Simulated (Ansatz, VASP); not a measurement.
# One calculation of WC, two programs

```
CELL_PARAMETERS angstrom
2.90650 0.00000 0.00000
-1.45325 2.51710 0.00000
0.00000 0.00000 2.83660
ATOMIC_POSITIONS crystal
W 0.00000 0.00000 0.00000
C 0.66667 0.33333 0.50000
```

Alike in both runs: functional LDA; k mesh 10 × 10 × 9; occupations fermi-dirac, width 0.05 eV; non-collinear spin, spin-orbit coupling.

|  | VASP | Ansatz |
| --- | --- | --- |
| version | VASP 6.6.1 | Ansatz 0.2.0 |
| potentials or method | VASP PAW LDA potentials, release 64 (W_sv, C_h) | Ansatz PAW |
| plane-wave cutoff (eV) | 1300 | 420 |
| valence electrons in the cell | 18 | 18 |
| task | single point | band structure |

Ansatz gave:

| Item | Value |
| --- | --- |
| pressure (GPa) | -10.2 |
| traceless stress, the component that is largest in VASP (GPa) | -1.69 |

Task: What did VASP give for the same quantities?

Result: Pressure (GPa): -6.6; traceless stress, the component that is largest in VASP (GPa): -1.43.

LDA's correlation is that of Perdew and Zunger in VASP and of Perdew and Wang (1992) in Ansatz.
